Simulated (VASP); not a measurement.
# RbIn (CsCl type) (Pm-3m) in VASP: single point with PBE

Aim: the single point of RbIn (CsCl type) with PBE.

Program: VASP 6.6.1. These are calculated values, not measurements. Logs are shortened: lines on timing, memory, paths and dates and some standing lists are left out, and cuts for length are marked.

## 1. The cell of the first run

It takes space group Pm-3m (No. 221, cubic). Conventional cell: a = 4.453 Å, b = 4.453 Å, c = 4.453 Å, α = 90.00°, β = 90.00°, γ = 90.00°. Within 5.1 Å of Rb (site symmetry m-3m) lie 8 In at 3.86 Å and 6 Rb at 4.45 Å. In (site symmetry m-3m) has 8 Rb at 3.86 Å and 6 In at 4.45 Å within 5.1 Å.

## 2. Single point, PBE

File INCAR:

```
PREC = Accurate
ENCUT = 520
EDIFF = 1E-7
ISMEAR = -1
SIGMA = 0.05
LREAL = False
LASPH = True
NELM = 100
ALGO = Normal
ISIF = 2
LWAVE = False
LCHARG = False
GGA = PE
NBANDS = 18
```

File KPOINTS:

```
Automatic mesh
0
Gamma
  9 9 9
```

File POSCAR:

```
RbIn
1.0
    4.4528829808      0.0000000000      0.0000000000
    0.0000000000      4.4528829808      0.0000000000
    0.0000000000      0.0000000000      4.4528829808
Rb In
1 1
Direct
    0.0000000000      0.0000000000      0.0000000000
    0.5000000000      0.5000000000      0.5000000000
```

Potentials or basis: VASP PAW PBE potentials, release 64 (Rb_sv, In_d).

Command:

```sh
$ cat potpaw_PBE.64/Rb_sv/POTCAR potpaw_PBE.64/In_d/POTCAR > POTCAR
$ mpirun -np 1 vasp_std > vasp.out
```

OUTCAR:

```text
PREC = Accurate
   ENCUT = 520
   EDIFF = 1E-7
   ISMEAR = -1
   LREAL = False
   LASPH = True
   NELM = 100
   ISIF = 2
   GGA = PE

 ion  position               nearest neighbor table
   1  0.000  0.000  0.000-   2 3.86   2 3.86   2 3.86   2 3.86   2 3.86   2 3.86   2 3.86   2 3.86

   2  0.500  0.500  0.500-   1 3.86   1 3.86   1 3.86   1 3.86   1 3.86   1 3.86   1 3.86   1 3.86

  LATTYP: Found a simple cubic cell.
 ALAT       =     4.4528829808

  Lattice vectors:

 A1 = (   4.4528829808,   0.0000000000,   0.0000000000)
 A2 = (   0.0000000000,   4.4528829808,   0.0000000000)
 A3 = (   0.0000000000,   0.0000000000,   4.4528829808)

Analysis of symmetry for initial positions (statically):
=====================================================================
 Subroutine PRICEL returns:
 Original cell was already a primitive cell.

 Routine SETGRP: Setting up the symmetry group for a
 simple cubic supercell.

 Subroutine GETGRP returns: Found 48 space group operations
 (whereof 48 operations were pure point group operations)
 out of a pool of 48 trial point group operations.

The static configuration has the point symmetry O_h .

Analysis of symmetry for dynamics (positions and initial velocities):
=====================================================================
 Subroutine PRICEL returns:
 Original cell was already a primitive cell.

 Routine SETGRP: Setting up the symmetry group for a
 simple cubic supercell.

 Subroutine GETGRP returns: Found 48 space group operations
 (whereof 48 operations were pure point group operations)
 out of a pool of 48 trial point group operations.

The dynamic configuration has the point symmetry O_h .

 Subroutine INISYM returns: Found 48 space group operations
 (whereof 48 operations are pure point group operations),
 and found     1 'primitive' translations

----------------------------------------------------------------------------------------

                                     Primitive cell

  volume of cell :      88.2925

  direct lattice vectors                    reciprocal lattice vectors
     4.452882981  0.000000000  0.000000000     0.224573609  0.000000000  0.000000000
     0.000000000  4.452882981  0.000000000     0.000000000  0.224573609  0.000000000
     0.000000000  0.000000000  4.452882981     0.000000000  0.000000000  0.224573609

  length of vectors
     4.452882981  4.452882981  4.452882981     0.224573609  0.224573609  0.224573609

  position of ions in fractional coordinates (direct lattice)
     0.000000000  0.000000000  0.000000000
     0.500000000  0.500000000  0.500000000

  ion indices of the primitive-cell ions
   primitive index   ion index
                 1           1
                 2           2

----------------------------------------------------------------------------------------

 KPOINTS: Automatic mesh

Automatic generation of k-mesh.
 Grid dimensions read from file:
 generate k-points for:    9    9    9

 Generating k-lattice:

  Cartesian coordinates                     Fractional coordinates (reciprocal lattice)
     0.024952623  0.000000000  0.000000000     0.111111111  0.000000000  0.000000000
     0.000000000  0.024952623  0.000000000     0.000000000  0.111111111  0.000000000
     0.000000000  0.000000000  0.024952623     0.000000000  0.000000000  0.111111111

  Length of vectors
     0.024952623  0.024952623  0.024952623

  Shift w.r.t. Gamma in fractional coordinates (k-lattice)
     0.000000000  0.000000000  0.000000000

 Subroutine IBZKPT returns following result:
 ===========================================

 Found     35 irreducible k-points:

 Following reciprocal coordinates:
            Coordinates               Weight
  0.000000  0.000000  0.000000      1.000000
  0.111111  0.000000  0.000000      6.000000
  0.222222  0.000000  0.000000      6.000000
  0.333333  0.000000  0.000000      6.000000
  0.444444  0.000000  0.000000      6.000000
  0.111111  0.111111  0.000000     12.000000
[... 16 lines left out ...]
  0.333333  0.333333  0.111111     24.000000
  0.444444  0.333333  0.111111     48.000000
 [... further k-points ...]
   k-points           NKPTS =     35   k-points in BZ     NKDIM =     35   number of bands    NBANDS=     18
   number of dos      NEDOS =    301   number of ions     NIONS =      2
   total plane-waves  NPLWV =  46656
   dimension x,y,z NGX =    36 NGY =   36 NGZ =   36
   dimension x,y,z NGXF=    72 NGYF=   72 NGZF=   72
   ions per type =               1   1
   NGX,Y,Z   is equivalent  to a cutoff of  13.44, 13.44, 13.44 a.u.
   NGXF,Y,Z  is equivalent  to a cutoff of  26.88, 26.88, 26.88 a.u.
 SYSTEM =  unknown system
   PREC   = accura    normal or accurate (medium, high low for compatibility)
   ISTART =      0    job   : 0-new  1-cont  2-samecut
   ICHARG =      2    charge: 1-file 2-atom 10-const
   ISPIN  =      1    spin polarized calculation?
   LNONCOLLINEAR =      F non collinear calculations
   LSORBIT =      F    spin-orbit coupling
   LASPH  =      T    aspherical Exc in radial PAW
   ENCUT  =  520.0 eV  38.22 Ry    6.18 a.u.   8.28  8.28  8.28*2*pi/ulx,y,z
   NELM   =    100;   NELMIN=  2; NELMDL= -5     # of ELM steps
   EDIFF  = 0.1E-06   stopping-criterion for ELM
   LREAL  =      F    real-space projection
   EDIFFG = 0.1E-05   stopping-criterion for IOM
   NSW    =      0    number of steps for IOM
   IBRION =     -1    ionic relax: 0-MD 1-quasi-New 2-CG
   NFREE  =      0    steps in history (QN), initial steepest desc. (CG)
   ISIF   =      2    stress and relaxation
   ISYM   =      2    0-nonsym 1-usesym 2-fastsym
   POTIM  = 0.5000    time-step for ionic-motion
   TEBEG  =    0.0;   TEEND  =   0.0 temperature during run
   PSTRESS=    0.0 pullay stress
   NELECT =      22.0000    total number of electrons
   NUPDOWN=      -1.0000    fix difference up-down
   EMIN   =  10.00;   EMAX   =-10.00  energy-range for DOS
   EFERMI =   0.00;   METHOD = LEGACY
   ISMEAR =    -1;   SIGMA  =   0.05  broadening in eV -4-tet -1-fermi 0-gaus
   EFERMI_NEDOS =   21; number of points for ismear=-14 and -15
   IALGO  =     38    algorithm
   IMIX   =      4    mixing-type and parameters
     AMIX     =   0.40;   BMIX     =  1.00
     AMIX_MAG =   1.60;   BMIX_MAG =  1.00
  volume/ion in A,a.u.               =      44.15       297.91
  Fermi-wavevector in a.u.,A,eV,Ry     =   1.030167  1.946734 14.439111  1.061245
  Thomas-Fermi vector in A             =   2.164252
   LORBIT       =      0    0 simple, 1 ext, 2 COOP (PROOUT), +10 PAW based schemes
   GGA     = PE    functional components
   LHFCALC =     F    Hartree Fock is set to
   AEXX    =    0.0000 exact exchange contribution
   IVDW    =     0    specifies the selected vdW correction
   LEPSILON=     F    determine dielectric tensor
   LRPA    =     F    only Hartree local field effects (RPA)
 non-spin polarized calculation
  energy-cutoff  :      520.00
  volume of cell :       88.29
 maximum number of plane-waves:      2407
 NGX is ok and might be reduce to    36
   NGX = 17   NGY = 17   NGZ = 17

 number of electron      22.0000003 magnetization

 Free energy of the ion-electron system (eV)
  ---------------------------------------------------
  ext. energy  EPLUGINS =         0.00000000
  ---------------------------------------------------
  free energy    TOTEN  =        -3.21619002 eV

  energy without entropy =       -3.20213131  energy(sigma->0) =       -3.20916066

 E-fermi :   2.2488     XC(G=0):  -7.7270

 val. band max:        2.2279329937   @ k =   0.4444   0.3333   0.3333
 cond. band min:       2.2621696986   @ k =   0.3333   0.3333   0.3333
 fundamental gap:      0.0342367049
 Fermi energy:         2.2487975669

 k-point     1 :       0.0000    0.0000    0.0000
  band No.  band energies     occupation
      1     -25.4086      2.00000
      2     -12.4206      2.00000
      3     -12.4206      2.00000
      4     -12.4099      2.00000
      5     -12.4099      2.00000
      6     -12.4099      2.00000
[... 10 lines left out ...]
     17       9.0251      0.00000
     18       9.0251      0.00000

 k-point     2 :       0.1111    0.0000    0.0000
  band No.  band energies     occupation
      1     -25.4077      2.00000
      2     -12.4205      2.00000
      3     -12.4180      2.00000
      4     -12.4111      2.00000
      5     -12.4111      2.00000
      6     -12.4098      2.00000
[... 10 lines left out ...]
     17       9.0152      0.00000
     18       9.0175      0.00000

 k-point     3 :       0.2222    0.0000    0.0000
  band No.  band energies     occupation
      1     -25.4053      2.00000
      2     -12.4201      2.00000
      3     -12.4142      2.00000
      4     -12.4142      2.00000
      5     -12.4114      2.00000
      6     -12.4096      2.00000
[... 10 lines left out ...]
     17       9.0762      0.00000
     18       9.0789      0.00000

 k-point     4 :       0.3333    0.0000    0.0000
  band No.  band energies     occupation
      1     -25.4026      2.00000
      2     -12.4198      2.00000
      3     -12.4177      2.00000
      4     -12.4177      2.00000
      5     -12.4094      2.00000
      6     -12.4040      2.00000
[... 375 lines left out ...]
      4     -12.4134      2.00000
      5     -12.4109      2.00000
      6     -12.3944      2.00000
[... 10 lines left out ...]
     17       8.8700      0.00000
     18       9.3430      0.00000

 k-point    23 :       0.3333    0.3333    0.1111
  band No.  band energies     occupation
      1     -25.3959      2.00000
      2     -12.4223      2.00000
      3     -12.4165      2.00000
      4     -12.4163      2.00000
      5     -12.4084      2.00000
      6     -12.3939      2.00000
[... 10 lines left out ...]
     17       8.0715      0.00000
     18       9.1426      0.00000

 k-point    24 :       0.4444    0.3333    0.1111
  band No.  band energies     occupation
      1     -25.3942      2.00000
      2     -12.4236      2.00000
      3     -12.4180      2.00000
      4     -12.4161      2.00000
      5     -12.4073      2.00000
      6     -12.3896      2.00000
[... 10 lines left out ...]
     17       8.5413      0.00000
     18       9.2925      0.00000

 [... further k-points ...]

------------------------ aborting loop because EDIFF is reached ----------------------------------------

  FORCE on cell =-STRESS in cart. coord.  units (eV):
  Direction    XX          YY          ZZ          XY          YZ          ZX
  --------------------------------------------------------------------------------------
  -------------------------------------------------------------------------------------
  Total       -0.0120716     -0.0120716     -0.0120716      0.0000000      0.0000000      0.0000000
  in kB       -0.2190538     -0.2190538     -0.2190538      0.0000000      0.0000000      0.0000000
  external PRESSURE =      -0.2190538 kB  Pullay stress =       0.0000000 kB

 VOLUME and BASIS-vectors are now :
 -----------------------------------------------------------------------------
  energy-cutoff  :      520.00
  volume of cell :       88.29
      direct lattice vectors                 reciprocal lattice vectors
     4.452882981  0.000000000  0.000000000     0.224573609  0.000000000  0.000000000
     0.000000000  4.452882981  0.000000000     0.000000000  0.224573609  0.000000000
     0.000000000  0.000000000  4.452882981     0.000000000  0.000000000  0.224573609

 POSITION                                       TOTAL-FORCE (eV/Angst)
 -----------------------------------------------------------------------------------
      0.00000      0.00000      0.00000         0.000000      0.000000      0.000000
      2.22644      2.22644      2.22644         0.000000      0.000000      0.000000
 -----------------------------------------------------------------------------------
    total drift:                                0.000000      0.000000      0.000000

  FREE ENERGIE OF THE ION-ELECTRON SYSTEM (eV)
  ---------------------------------------------------
  free  energy   TOTEN  =        -3.2161900212 eV

  energy  without entropy=       -3.2021313062  energy(sigma->0) =       -3.20916066
```

Run time: 59 s. Hardware: 1 thread of AMD EPYC 7R13, shared host; peak memory 0.2 GiB.

What came out:

- Free energy: -3.2162 eV
- Pressure: 0.0 GPa
- Band gap on the k mesh: zero (band 11 reaches 4.64 eV, above the bottom of band 12 at 1.86 eV)

Levels at points of the mesh, in eV from the Fermi level:
| k point | band 9 | band 10 | band 11 | band 12 | band 13 | band 14 |
| --- | --- | --- | --- | --- | --- | --- |
| (0.00, 0.00, 0.00) | -11.72 | -5.85 | 2.39 | 2.39 | 2.39 | 2.66 |

Caveat: spin-orbit coupling is left out, which moves the levels of the heavy elements.
